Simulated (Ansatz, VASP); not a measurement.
**One calculation of KI, two programs**

Contents of INCAR:

```
SYSTEM = KI
PREC = Accurate ; ENCUT = 520
EDIFF = 1E-7 ; ISMEAR = 0
SIGMA = 0.05 ; LREAL = .False.
LASPH = .True. ; NELM = 100
ALGO = Normal ; ISIF = 2
LWAVE = .False. ; LCHARG = .False.
GGA = PS ; NBANDS = 15
```

The input KPOINTS:

```
Automatic mesh
0
Gamma
  6 6 6
  0 0 0
```

File POSCAR:

```
KI
1.0
    0.0000000000      3.5245500000      3.4540590000
    3.5245500000      0.0000000000      3.4540590000
    3.5245500000      3.5245500000      0.0000000000
K I
1 1
Direct
    0.0000000000      0.0000000000      0.0000000000
    0.5000000000      0.5000000000      0.5000000000
```

Input for Ansatz:

```yaml
crystal:
  lattice:
    - [0.0, 3.52455, 3.454059]
    - [3.52455, 0.0, 3.454059]
    - [3.52455, 3.52455, 0.0]
  atoms:
    - { symbol: K, position: [0.0, 0.0, 0.0] }
    - { symbol: I, position: [0.5, 0.5, 0.5] }
basis:
  ecutwfc: 420
kpoints:
  mp_grid: { grid: [6, 6, 6] }
hamiltonian:
  xc: pbesol
scf:
  occupations: { method: gaussian, width: 0.05 }
output:
  forces: true
  stress: true
  eigenvalues: true
```

Change from the starting cell: strain -0.0200 x Voigt [0, 0, 1, 0, 0, 0], atoms carried along.

Alike in both runs: task single point; functional PBEsol; k mesh 6 × 6 × 6; occupations gaussian, width 0.05 eV; no spin polarisation.

```csv
,VASP,Ansatz
version,VASP 6.6.1,Ansatz 0.2.0
potentials or method,"VASP PAW PBE potentials, release 64 (K_sv, I), cutoff 520 eV","scalar-relativistic, plane waves, PAW"
valence electrons in the cell,16,26
```

Ansatz gave:

```
gap on the k mesh at the Fermi level (eV)                     : 3.87
least direct gap on the mesh (eV)                             : 3.87
pressure (GPa)                                                : 0.0
traceless stress, the component that is largest in VASP (GPa) : 0.37
```

Question: Estimate VASP's values.

Answer: gap on the k mesh at the Fermi level (eV): 3.87; least direct gap on the mesh (eV): 3.87; pressure (GPa): 0.1; traceless stress, the component that is largest in VASP (GPa): 0.38.

VASP's potentials were made for PBE, not for PBEsol. VASP's potentials hold 16 valence electrons a cell and Ansatz's 26, so a difference there can come from the potentials and not from the codes.

Neither program's run includes spin-orbit coupling.
